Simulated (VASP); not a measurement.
# TiC (Fm-3m) in VASP: further runs, part 2 of 2

VASP 6.6.1. The steps go on from the part before.

### Step 3. Single point, PBE

Contents of INCAR:

```
SYSTEM = TiC
PREC = Accurate
ENCUT = 520
EDIFF = 1E-7
ISMEAR = -1
SIGMA = 0.1
LREAL = .False.
LASPH = .True.
NELM = 100
ALGO = Normal
ISIF = 2
LWAVE = .False.
LCHARG = .False.
GGA = PE
NBANDS = 15
```

Contents of KPOINTS:

```
regular mesh
0
Gamma
  11 11 11
  0 0 0
```

Contents of POSCAR:

```
TiC
1.0
    0.0000000000      2.1664978657      2.1664978657
    2.1664978657      0.0000000000      2.1664978657
    2.1664978657      2.1664978657      0.0000000000
Ti C
1 1
Direct
    0.0000000000      0.0000000000      0.0000000000
    0.5000000000      0.5000000000      0.5000000000
```

Potentials or basis: VASP PAW PBE potentials, release 64 (Ti_sv, C).

The run is started by

```
$ cat potpaw_PBE.64/Ti_sv/POTCAR potpaw_PBE.64/C/POTCAR > POTCAR
$ mpirun -np 1 vasp_std > vasp.out
```

OUTCAR:

```text
SYSTEM = TiC
   PREC = Accurate
   ENCUT = 520
   EDIFF = 1E-7
   ISMEAR = -1
   LREAL = .False.
   LASPH = .True.
   NELM = 100
   ISIF = 2
   GGA = PE

 ion  position               nearest neighbor table
   1  0.000  0.000  0.000-   2 2.17   2 2.17   2 2.17   2 2.17   2 2.17   2 2.17
   2  0.500  0.500  0.500-   1 2.17   1 2.17   1 2.17   1 2.17   1 2.17   1 2.17

  LATTYP: Found a face centered cubic cell.
 ALAT       =     4.3329957314

  Lattice vectors:

 A1 = (   0.0000000000,   2.1664978657,   2.1664978657)
 A2 = (   2.1664978657,   0.0000000000,   2.1664978657)
 A3 = (   2.1664978657,   2.1664978657,   0.0000000000)

Analysis of symmetry for initial positions (statically):
=====================================================================
 Subroutine PRICEL returns:
 Original cell was already a primitive cell.

 Routine SETGRP: Setting up the symmetry group for a
 face centered cubic supercell.

 Subroutine GETGRP returns: Found 48 space group operations
 (whereof 48 operations were pure point group operations)
 out of a pool of 48 trial point group operations.

The static configuration has the point symmetry O_h .

Analysis of symmetry for dynamics (positions and initial velocities):
[... 164 lines left out ...]

 k-point     1 :       0.0000    0.0000    0.0000
  band No.  band energies     occupation
      1     -47.1928      2.00000
      2     -23.2175      2.00000
      3     -23.2175      2.00000
      4     -23.2175      2.00000
      5      -2.9924      2.00000
      6      10.0925      0.00234
      7      10.0925      0.00234
      8      10.0925      0.00234
      9      11.0751      0.00000
     10      11.0751      0.00000
     11      11.0751      0.00000
     12      11.1099      0.00000
     13      11.1099      0.00000
     14      19.8658      0.00000
[... 401 lines left out ...]
      2     -23.4879      2.00000
      3     -23.3240      2.00000
      4     -23.2372      2.00000
      5      -1.2750      2.00000
      6       6.1572      2.00000
      7       7.2382      2.00000
      8       7.4700      2.00000
      9      10.9441      0.00000
     10      12.0463      0.00000
     11      12.9647      0.00000
     12      13.7512      0.00000
     13      16.6394      0.00000
     14      21.1706      0.00000
     15      22.8771      0.00000

 [... further k-points ...]
[... 5 lines left out ...]
  --------------------------------------------------------------------------------------
  -------------------------------------------------------------------------------------
  Total        0.0299960      0.0299960      0.0299960      0.0000000     -0.0000000      0.0000000
  in kB        2.3630283      2.3630283      2.3630283      0.0000000     -0.0000000      0.0000000
  external PRESSURE =       2.3630283 kB  Pullay stress =       0.0000000 kB

 VOLUME and BASIS-vectors are now :
 -----------------------------------------------------------------------------
  energy-cutoff  :      520.00
  volume of cell :       20.34
      direct lattice vectors                 reciprocal lattice vectors
     0.000000000  2.166497866  2.166497866    -0.230787211  0.230787211  0.230787211
     2.166497866  0.000000000  2.166497866     0.230787211 -0.230787211  0.230787211
     2.166497866  2.166497866  0.000000000     0.230787211  0.230787211 -0.230787211

 POSITION                                       TOTAL-FORCE (eV/Angst)
 -----------------------------------------------------------------------------------
      0.00000      0.00000      0.00000         0.000000      0.000000      0.000000
      2.16650      2.16650      2.16650         0.000000      0.000000      0.000000
 -----------------------------------------------------------------------------------
    total drift:                                0.000000     -0.000000     -0.000000

  FREE ENERGIE OF THE ION-ELECTRON SYSTEM (eV)
  ---------------------------------------------------
  free  energy   TOTEN  =       -18.7140932044 eV

  energy  without entropy=      -18.7039248251  energy(sigma->0) =      -18.70900901
```

OSZICAR:

```text
N       E                     dE             d eps       ncg     rms          rms(c)
DAV:   1     0.115326965272E+03    0.11533E+03   -0.79514E+03  1687   0.127E+03
DAV:   2    -0.169182547788E+02   -0.13225E+03   -0.12443E+03  1792   0.333E+02
DAV:   3    -0.240853415741E+02   -0.71671E+01   -0.70524E+01  2174   0.769E+01
DAV:   4    -0.243207619429E+02   -0.23542E+00   -0.23523E+00  2198   0.124E+01
DAV:   5    -0.243252772240E+02   -0.45153E-02   -0.45148E-02  2078   0.155E+00    0.182E+01
DAV:   6    -0.193390611523E+02    0.49862E+01   -0.11846E+01  2356   0.562E+01    0.694E+00
DAV:   7    -0.187510190695E+02    0.58804E+00   -0.21838E+00  1988   0.208E+01    0.489E+00
DAV:   8    -0.187273804882E+02    0.23639E-01   -0.10578E-01  1855   0.338E+00    0.344E+00
DAV:   9    -0.187177549007E+02    0.96256E-02   -0.10063E-01  2295   0.442E+00    0.752E-01
DAV:  10    -0.187163184185E+02    0.14365E-02   -0.11909E-02  2163   0.139E+00    0.650E-01
DAV:  11    -0.187142682154E+02    0.20502E-02   -0.28760E-03  1932   0.750E-01    0.191E-01
DAV:  12    -0.187141047380E+02    0.16348E-03   -0.33620E-04  2315   0.259E-01    0.419E-02
DAV:  13    -0.187140929997E+02    0.11738E-04   -0.49264E-05  1883   0.726E-02    0.533E-03
DAV:  14    -0.187140933726E+02   -0.37282E-06   -0.16507E-06  1974   0.116E-02    0.371E-03
DAV:  15    -0.187140932356E+02    0.13696E-06   -0.37280E-07  1953   0.102E-02    0.251E-03
DAV:  16    -0.187140932044E+02    0.31198E-07   -0.59185E-08  1157   0.405E-03
   1 F= -.18714093E+02 E0= -.18709009E+02  d E =-.101684E-01
```

stdout:

```text
POSCAR found type information on POSCAR TiC
 POSCAR found :  2 types and       2 ions
 scaLAPACK will be used
 LDA part: xc-table for (Slater+PW92), standard interpolation
 POSCAR, INCAR and KPOINTS ok, starting setup
 FFT: planning ... GRIDC
 FFT: planning ... GRID_SOFT
 FFT: planning ... GRID
 WAVECAR not read
 entering main loop
```

It took 27 s on 1 thread of AMD EPYC 7R13, shared host; peak memory 0.12 GiB.

Results:

| Item | Value |
| --- | --- |
| Free energy | -18.7141 eV |
| Pressure | 0.2 GPa |
| Band gap on the k mesh | zero (band 8 reaches 10.09 eV, above the bottom of band 9 at 8.99 eV) |

### Step 4. Relaxation of cell and atoms, PBE

This run uses another cell than the first one, of 10.07 Å³/atom, 0.990 times its volume.

Contents of INCAR:

```
PREC = Accurate
ENCUT = 600
EDIFF = 1E-6
ISMEAR = -1
SIGMA = 0.1
LREAL = False
LASPH = True
NELM = 100
ALGO = Normal
ISIF = 3
LWAVE = False
LCHARG = False
GGA = PE
IBRION = 2
NSW = 80
EDIFFG = -0.01
```

Contents of KPOINTS:

```
regular mesh
0
Gamma
  11 11 11
```

Contents of POSCAR:

```
TiC
1.0
    0.0000000000      2.1593000000      2.1593000000
    2.1593000000      0.0000000000      2.1593000000
    2.1593000000      2.1593000000      0.0000000000
Ti C
1 1
Direct
    0.0000000000      0.0000000000      0.0000000000
    0.5000000000      0.5000000000      0.5000000000
```

The run is started by

```
$ cat potpaw_PBE.64/Ti_sv/POTCAR potpaw_PBE.64/C/POTCAR > POTCAR
$ mpirun -np 1 vasp_std > vasp.out
```

It took 48 s on 1 thread of AMD EPYC 7R13, shared host; peak memory 0.13 GiB.

The run converged. Its results:

| Property | Result |
| --- | --- |
| Free energy | -18.7144 eV |
| Relaxed volume | 10.18 Å³/atom |
| Relaxed cell | a = 3.065 Å, b = 3.065 Å, c = 3.065 Å, α = 60.00°, β = 60.00°, γ = 60.00° |
| Space group after relaxing (to 0.05 Å) | Fm-3m (No. 225) |
| Energy gained by relaxing | 0.9 meV/atom |
| Ionic steps | 3 |
| Pressure after relaxing | 0.0 GPa |
| Band gap on the k mesh | zero (band 8 reaches 10.09 eV, above the bottom of band 9 at 8.98 eV) |

The path:
```
step  energy change (eV)  largest force (eV/Å)  pressure (GPa)  volume (Å³)
   1              0.0000                0.0000            2.67        20.14
   2              0.0011                0.0000           -3.29        20.63
   3             -0.0018                0.0000           -0.02        20.35
```

Final structure:
```
Ti C
1.0
     0.00000    2.16693    2.16693
     2.16693    0.00000    2.16693
     2.16693    2.16693    0.00000
Ti C
1 1
Direct
  0.00000 0.00000 0.00000
  0.50000 0.50000 0.50000
```

Levels at points of the mesh, in eV from the Fermi level:
```
           k point  band 6  band 7  band 8  band 9  band 10  band 11
(0.00, 0.00, 0.00)    0.67    0.67    0.67    1.66     1.66     1.66
```

### Step 5. Relaxation of cell and atoms, PBE

This run uses another cell than the first one, of 10.07 Å³/atom, 0.990 times its volume.

Contents of INCAR:

```
SYSTEM = TiC
ALGO = Normal
EDIFF = 1E-6
EDIFFG = -0.01
ENCUT = 600
GGA = PE
IBRION = 2
ISIF = 3
ISMEAR = -1
LASPH = .True.
LCHARG = .False.
LREAL = .False.
LWAVE = .False.
NELM = 100
NSW = 80
PREC = Accurate
SIGMA = 0.1
```

Contents of KPOINTS:

```
k-points
0
Gamma
  11 11 11
  0 0 0
```

POSCAR is that of step 4.

The run is started by

```
$ cat potpaw_PBE.64/Ti_sv/POTCAR potpaw_PBE.64/C/POTCAR > POTCAR
$ mpirun -np 1 vasp_std > vasp.out
```

Wall time 60 s (1 thread of AMD EPYC 7R13, shared host); peak memory 0.13 GiB.

Results (log left out):

- Free energy: -18.7144 eV
- Relaxed volume: 10.18 Å³/atom
- Relaxed cell: a = 3.065 Å, b = 3.065 Å, c = 3.065 Å, α = 60.00°, β = 60.00°, γ = 60.00°
- Space group after relaxing (to 0.05 Å): Fm-3m (No. 225)
- Energy gained by relaxing: 0.9 meV/atom
- Ionic steps: 3
- Pressure after relaxing: 0.0 GPa
- Band gap on the k mesh: zero (band 8 reaches 10.09 eV, above the bottom of band 9 at 8.98 eV)

The path:
```csv
step,energy change (eV),largest force (eV/Å),pressure (GPa),volume (Å³)
1,0.0000,0.0000,2.67,20.14
2,0.0011,0.0000,-3.29,20.63
3,-0.0018,0.0000,-0.02,20.35
```

Final structure:
```xyz
2
Lattice="0.0000 2.1669 2.1669 2.1669 0.0000 2.1669 2.1669 2.1669 0.0000" Properties=species:S:1:pos:R:3 pbc="T T T"
Ti    0.0000    0.0000    0.0000
C     2.1669    2.1669    2.1669
```

Levels at points of the mesh, in eV from the Fermi level:
| k point | band 4 | band 5 | band 6 | band 7 | band 8 | band 9 | band 10 | band 11 | band 12 |
| --- | --- | --- | --- | --- | --- | --- | --- | --- | --- |
| (0.00, 0.00, 0.00) | -32.64 | -12.41 | 0.67 | 0.67 | 0.67 | 1.66 | 1.66 | 1.66 | 1.69 |
